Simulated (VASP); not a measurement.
# GePt (wurtzite type) (P6_3mc) in VASP: a series of runs

GePt (wurtzite type) is run at these levels: PBE; tasks: single point.

All numbers are computed with VASP 6.6.1; they aren't measurements. Logs are shortened: lines on timing, memory, paths and dates and some standing lists are left out, and cuts for length are marked.

## 1. The cell of the first run

The structure is hexagonal, space group P6_3mc (No. 186). The conventional cell has a = 2.864 Å, b = 2.864 Å, c = 8.551 Å, α = 90.00°, β = 90.00°, γ = 120.00°. Pt (site symmetry 3m) has 4 Ge at 2.39 to 2.51 Å and 6 Pt at 2.86 Å within 3.2 Å. Within 3.2 Å of Ge (site symmetry 3m) lie 4 Pt at 2.39 to 2.51 Å and 6 Ge at 2.86 Å.

## 2. Single point, PBE

INCAR reads:

```
ALGO = Normal
EDIFF = 1E-6
ENCUT = 520
GGA = PE
ISIF = 2
ISMEAR = -1
LASPH = True
LCHARG = False
LREAL = False
LWAVE = False
NBANDS = 32
NELM = 100
PREC = Accurate
SIGMA = 0.1
```

KPOINTS reads:

```
k-points
0
Gamma
  9 9 5
```

POSCAR reads:

```
GePt
1.0
    2.8643553961      0.0000000000      0.0000000000
   -1.4321776980      2.4806045384      0.0000000000
    0.0000000000      0.0000000000      8.5511047463
Pt Ge
2 2
Direct
    0.3333333333      0.6666666667      0.0482097028
    0.6666666667      0.3333333333      0.5482097028
    0.3333333333      0.6666666667      0.3277902972
    0.6666666667      0.3333333333      0.8277902972
```

Potentials or basis: VASP PAW PBE potentials, release 64 (Pt, Ge_d).

On the command line:

```bash
$ cat potpaw_PBE.64/Pt/POTCAR potpaw_PBE.64/Ge_d/POTCAR > POTCAR
$ mpirun -np 1 vasp_std > vasp.out
```

OUTCAR:

```text
EDIFF = 1E-6
   ENCUT = 520
   GGA = PE
   ISIF = 2
   ISMEAR = -1
   LASPH = True
   LREAL = False
   NELM = 100
   PREC = Accurate

 ion  position               nearest neighbor table
   1  0.333  0.667  0.048-   3 2.39   4 2.51   4 2.51   4 2.51
   2  0.667  0.333  0.548-   4 2.39   3 2.51   3 2.51   3 2.51
   3  0.333  0.667  0.328-   1 2.39   2 2.51   2 2.51   2 2.51
   4  0.667  0.333  0.828-   2 2.39   1 2.51   1 2.51   1 2.51

  LATTYP: Found a hexagonal cell.
 ALAT       =     2.8643553961
 C/A-ratio  =     2.9853504764

  Lattice vectors:

 A1 = (   2.8643553961,   0.0000000000,   0.0000000000)
 A2 = (  -1.4321776980,   2.4806045384,   0.0000000000)
 A3 = (   0.0000000000,   0.0000000000,   8.5511047463)

Analysis of symmetry for initial positions (statically):
=====================================================================
 Subroutine PRICEL returns:
 Original cell was already a primitive cell.

 Routine SETGRP: Setting up the symmetry group for a
 hexagonal supercell.

 Subroutine GETGRP returns: Found 12 space group operations
 (whereof  6 operations were pure point group operations)
 out of a pool of 24 trial point group operations.

The static configuration has the point symmetry C_3v.
 The point group associated with its full space group is C_6v.

Analysis of symmetry for dynamics (positions and initial velocities):
=====================================================================
 Subroutine PRICEL returns:
 Original cell was already a primitive cell.

 Routine SETGRP: Setting up the symmetry group for a
 hexagonal supercell.

 Subroutine GETGRP returns: Found 12 space group operations
 (whereof  6 operations were pure point group operations)
 out of a pool of 24 trial point group operations.

The dynamic configuration has the point symmetry C_3v.
 The point group associated with its full space group is C_6v.

 Subroutine INISYM returns: Found 12 space group operations
 (whereof  6 operations are pure point group operations),
 and found     1 'primitive' translations

----------------------------------------------------------------------------------------

                                     Primitive cell

  volume of cell :      60.7584

  direct lattice vectors                    reciprocal lattice vectors
     2.864355396  0.000000000  0.000000000     0.349118689  0.201563769  0.000000000
    -1.432177698  2.480604538  0.000000000     0.000000000  0.403127538  0.000000000
     0.000000000  0.000000000  8.551104746     0.000000000  0.000000000  0.116943954

  length of vectors
     2.864355396  2.864355396  8.551104746     0.403127538  0.403127538  0.116943954

  position of ions in fractional coordinates (direct lattice)
     0.333333333  0.666666667  0.048209703
     0.666666667  0.333333333  0.548209703
     0.333333333  0.666666667  0.327790297
     0.666666667  0.333333333  0.827790297

  ion indices of the primitive-cell ions
   primitive index   ion index
                 1           1
                 2           2
                 3           3
                 4           4

----------------------------------------------------------------------------------------

 KPOINTS: k-points

Automatic generation of k-mesh.
 Grid dimensions read from file:
 generate k-points for:    9    9    5

 Generating k-lattice:

  Cartesian coordinates                     Fractional coordinates (reciprocal lattice)
     0.038790965  0.022395974  0.000000000     0.111111111  0.000000000  0.000000000
     0.000000000  0.044791949  0.000000000     0.000000000  0.111111111  0.000000000
     0.000000000  0.000000000  0.023388791     0.000000000  0.000000000  0.200000000

  Length of vectors
     0.044791949  0.044791949  0.023388791

  Shift w.r.t. Gamma in fractional coordinates (k-lattice)
     0.000000000  0.000000000  0.000000000

 Subroutine IBZKPT returns following result:
 ===========================================

 Found     36 irreducible k-points:

 Following reciprocal coordinates:
            Coordinates               Weight
  0.000000  0.000000  0.000000      1.000000
  0.111111 -0.000000  0.000000      6.000000
  0.222222  0.000000  0.000000      6.000000
  0.333333  0.000000  0.000000      6.000000
  0.444444  0.000000  0.000000      6.000000
  0.111111  0.111111  0.000000      6.000000
[... 16 lines left out ...]
  0.333333  0.222222  0.200000     24.000000
  0.333333  0.333333  0.200000      4.000000
 [... further k-points ...]
   k-points           NKPTS =     36   k-points in BZ     NKDIM =     36   number of bands    NBANDS=     32
   number of dos      NEDOS =    301   number of ions     NIONS =      4
   total plane-waves  NPLWV =  36864
   dimension x,y,z NGX =    24 NGY =   24 NGZ =   64
   dimension x,y,z NGXF=    48 NGYF=   48 NGZF=  128
   ions per type =               2   2
   NGX,Y,Z   is equivalent  to a cutoff of  13.93, 13.93, 12.44 a.u.
   NGXF,Y,Z  is equivalent  to a cutoff of  27.86, 27.86, 24.89 a.u.
 SYSTEM =  unknown system
   PREC   = accura    normal or accurate (medium, high low for compatibility)
   ISTART =      0    job   : 0-new  1-cont  2-samecut
   ICHARG =      2    charge: 1-file 2-atom 10-const
   ISPIN  =      1    spin polarized calculation?
   LNONCOLLINEAR =      F non collinear calculations
   LSORBIT =      F    spin-orbit coupling
   LASPH  =      T    aspherical Exc in radial PAW
   ENCUT  =  520.0 eV  38.22 Ry    6.18 a.u.   5.33  5.33 15.90*2*pi/ulx,y,z
   NELM   =    100;   NELMIN=  2; NELMDL= -5     # of ELM steps
   EDIFF  = 0.1E-05   stopping-criterion for ELM
   LREAL  =      F    real-space projection
   EDIFFG = 0.1E-04   stopping-criterion for IOM
   NSW    =      0    number of steps for IOM
   IBRION =     -1    ionic relax: 0-MD 1-quasi-New 2-CG
   NFREE  =      0    steps in history (QN), initial steepest desc. (CG)
   ISIF   =      2    stress and relaxation
   ISYM   =      2    0-nonsym 1-usesym 2-fastsym
   POTIM  = 0.5000    time-step for ionic-motion
   TEBEG  =    0.0;   TEEND  =   0.0 temperature during run
   PSTRESS=    0.0 pullay stress
   NELECT =      48.0000    total number of electrons
   NUPDOWN=      -1.0000    fix difference up-down
   EMIN   =  10.00;   EMAX   =-10.00  energy-range for DOS
   EFERMI =   0.00;   METHOD = LEGACY
   ISMEAR =    -1;   SIGMA  =   0.10  broadening in eV -4-tet -1-fermi 0-gaus
   EFERMI_NEDOS =   21; number of points for ismear=-14 and -15
   IALGO  =     38    algorithm
   IMIX   =      4    mixing-type and parameters
     AMIX     =   0.40;   BMIX     =  1.00
     AMIX_MAG =   1.60;   BMIX_MAG =  1.00
  volume/ion in A,a.u.               =      15.19       102.50
  Fermi-wavevector in a.u.,A,eV,Ry     =   1.513398  2.859907 31.162404  2.290372
  Thomas-Fermi vector in A             =   2.623194
   LORBIT       =      0    0 simple, 1 ext, 2 COOP (PROOUT), +10 PAW based schemes
   GGA     = PE    functional components
   LHFCALC =     F    Hartree Fock is set to
   AEXX    =    0.0000 exact exchange contribution
   IVDW    =     0    specifies the selected vdW correction
   LEPSILON=     F    determine dielectric tensor
   LRPA    =     F    only Hartree local field effects (RPA)
 non-spin polarized calculation
  energy-cutoff  :      520.00
  volume of cell :       60.76
 maximum number of plane-waves:      1653
 NGX is ok and might be reduce to    24
   NGX = 11   NGY = 11   NGZ = 31

 number of electron      48.0000014 magnetization

 Free energy of the ion-electron system (eV)
  ---------------------------------------------------
  ext. energy  EPLUGINS =         0.00000000
  ---------------------------------------------------
  free energy    TOTEN  =       -21.43784044 eV

  energy without entropy =      -21.39345956  energy(sigma->0) =      -21.41565000

 E-fermi :  10.5004     XC(G=0): -12.8524

 val. band max:       10.4868168063   @ k =   0.3333   0.3333   0.4000
 cond. band min:      10.6837610672   @ k =   0.4444   0.0000   0.4000
 fundamental gap:      0.1969442608
 Fermi energy:        10.5004332567

 k-point     1 :       0.0000    0.0000    0.0000
  band No.  band energies     occupation
      1     -14.6415      2.00000
      2     -14.6415      2.00000
      3     -14.6414      2.00000
      4     -14.6414      2.00000
      5     -14.5768      2.00000
      6     -14.5762      2.00000
[... 24 lines left out ...]
     31      22.4278      0.00000
     32      22.8240      0.00000

 k-point     2 :       0.1111   -0.0000    0.0000
  band No.  band energies     occupation
      1     -14.6454      2.00000
      2     -14.6449      2.00000
      3     -14.6265      2.00000
      4     -14.6263      2.00000
      5     -14.5671      2.00000
      6     -14.5663      2.00000
[... 24 lines left out ...]
     31      22.0165      0.00000
     32      22.5345      0.00000

 k-point     3 :       0.2222    0.0000    0.0000
  band No.  band energies     occupation
      1     -14.6585      2.00000
      2     -14.6565      2.00000
      3     -14.5882      2.00000
      4     -14.5880      2.00000
      5     -14.5421      2.00000
      6     -14.5385      2.00000
[... 24 lines left out ...]
     31      20.5307      0.00000
     32      20.9064      0.00000

 k-point     4 :       0.3333    0.0000    0.0000
  band No.  band energies     occupation
      1     -14.6754      2.00000
      2     -14.6721      2.00000
      3     -14.5483      2.00000
      4     -14.5447      2.00000
      5     -14.5442      2.00000
      6     -14.5430      2.00000
[... 24 lines left out ...]
     31      19.3374      0.00000
     32      20.1680      0.00000

 k-point     5 :       0.4444    0.0000    0.0000
  band No.  band energies     occupation
      1     -14.6869      2.00000
      2     -14.6829      2.00000
      3     -14.5631      2.00000
      4     -14.5594      2.00000
      5     -14.5191      2.00000
      6     -14.5169      2.00000
[... 584 lines left out ...]
     31      17.4871      0.00000
     32      19.3664      0.00000

 k-point    22 :       0.2222    0.2222    0.2000
  band No.  band energies     occupation
      1     -14.6400      2.00000
      2     -14.6397      2.00000
      3     -14.5706      2.00000
      4     -14.5677      2.00000
      5     -14.5458      2.00000
      6     -14.5456      2.00000
[... 24 lines left out ...]
     31      18.4336      0.00000
     32      20.0484      0.00000

 k-point    23 :       0.3333    0.2222    0.2000
  band No.  band energies     occupation
      1     -14.6314      2.00000
      2     -14.6293      2.00000
      3     -14.5575      2.00000
      4     -14.5544      2.00000
      5     -14.5513      2.00000
      6     -14.5477      2.00000
[... 24 lines left out ...]
     31      17.4308      0.00000
     32      18.6602      0.00000

 k-point    24 :       0.3333    0.3333    0.2000
  band No.  band energies     occupation
      1     -14.5895      2.00000
      2     -14.5895      2.00000
      3     -14.5828      2.00000
      4     -14.5825      2.00000
      5     -14.5449      2.00000
      6     -14.5383      2.00000
[... 24 lines left out ...]
     31      16.7649      0.00000
     32      18.5838      0.00000

 [... further k-points ...]
[... 5 lines left out ...]
  --------------------------------------------------------------------------------------
  -------------------------------------------------------------------------------------
  Total        8.7832783      8.7832783      8.8763445      0.0000000     -0.0000000      0.0000000
  in kB      231.6117358    231.6117358    234.0658573      0.0000000     -0.0000000      0.0000000
  external PRESSURE =     232.4297763 kB  Pullay stress =       0.0000000 kB

 VOLUME and BASIS-vectors are now :
 -----------------------------------------------------------------------------
  energy-cutoff  :      520.00
  volume of cell :       60.76
      direct lattice vectors                 reciprocal lattice vectors
     2.864355396  0.000000000  0.000000000     0.349118689  0.201563769  0.000000000
    -1.432177698  2.480604538  0.000000000     0.000000000  0.403127538  0.000000000
     0.000000000  0.000000000  8.551104746     0.000000000  0.000000000  0.116943954

 POSITION                                       TOTAL-FORCE (eV/Angst)
 -----------------------------------------------------------------------------------
     -0.00000      1.65374      0.41225        -0.000000      0.000000      0.010239
      1.43218      0.82687      4.68780        -0.000000     -0.000000      0.010239
     -0.00000      1.65374      2.80297         0.000000     -0.000000     -0.010239
      1.43218      0.82687      7.07852        -0.000000     -0.000000     -0.010239
 -----------------------------------------------------------------------------------
    total drift:                                0.000000      0.000000     -0.001556

  FREE ENERGIE OF THE ION-ELECTRON SYSTEM (eV)
  ---------------------------------------------------
  free  energy   TOTEN  =       -21.4378404442 eV

  energy  without entropy=      -21.3934595613  energy(sigma->0) =      -21.41565000
```

Wall time 1.7 min (1 thread of Intel Xeon 8259CL, shared host); peak memory 0.22 GiB.

What came out:

- Free energy: -21.4378 eV
- Pressure: 23.2 GPa
- Largest force: 0.010 eV/Å
- Band gap on the k mesh: zero (band 24 reaches 10.46 eV, above the bottom of band 25 at 9.89 eV)

Forces on the atoms (eV/Å):
```
Pt   0.000  0.000  0.010
Pt   0.000  0.000  0.010
Ge   0.000  0.000 -0.010
Ge   0.000  0.000 -0.010
```

Stress tensor (GPa, compression positive):
```
23.16  0.00  0.00
 0.00 23.16  0.00
 0.00  0.00 23.41
```

Levels at points of the mesh, in eV from the Fermi level:
| k point | band 22 | band 23 | band 24 | band 25 | band 26 | band 27 |
| --- | --- | --- | --- | --- | --- | --- |
| (0.00, 0.00, 0.00) | -2.65 | -2.49 | -2.49 | 0.89 | 7.14 | 8.36 |

Caveat: spin-orbit coupling is left out, which moves the levels of the heavy elements.

## 3. Single point, PBE

INCAR reads:

```
PREC = Accurate
ENCUT = 520
EDIFF = 1E-6
ISMEAR = -1
SIGMA = 0.1
LREAL = F
LASPH = T
NELM = 80
ALGO = Normal
ISIF = 2
LWAVE = F
LCHARG = F
GGA = PE
NBANDS = 32
```

KPOINTS reads:

```
Automatic mesh
0
Gamma
  9 9 5
```

Edit POSCAR of step 2 so:

```diff
@@ -2,3 +2,3 @@
 1.0
-    2.8643553961      0.0000000000      0.0000000000
+    2.8643553960      0.0000000000      0.0000000000
    -1.4321776980      2.4806045384      0.0000000000
```

Potentials or basis: VASP PAW PBE potentials, release 64 (Pt, Ge_d).

On the command line:

```bash
$ cat potpaw_PBE.64/Pt/POTCAR potpaw_PBE.64/Ge_d/POTCAR > POTCAR
$ mpirun -np 1 vasp_std > vasp.out
```

It took 95 s on 1 thread of Intel Xeon 8259CL, shared host; peak memory 0.22 GiB.

Results (log left out):

* Free energy: -21.4378 eV
* Pressure: 23.2 GPa
* Largest force: 0.010 eV/Å
* Band gap on the k mesh: zero (band 24 reaches 10.46 eV, above the bottom of band 25 at 9.89 eV)

Forces in eV/Å, atoms in the order of the input:
```
Pt   0.000  0.000  0.010
Pt   0.000  0.000  0.010
Ge   0.000  0.000 -0.010
Ge   0.000  0.000 -0.010
```

Stress tensor (GPa, compression positive):
```
23.16  0.00  0.00
 0.00 23.16  0.00
 0.00  0.00 23.41
```

Levels at points of the mesh, in eV from the Fermi level:
```tsv
k point	band 20	band 21	band 22	band 23	band 24	band 25	band 26	band 27	band 28	band 29
(0.00, 0.00, 0.00)	-3.47	-2.65	-2.65	-2.49	-2.49	0.89	7.14	8.36	8.36	9.38
```

Caveat: spin-orbit coupling is left out, which moves the levels of the heavy elements.
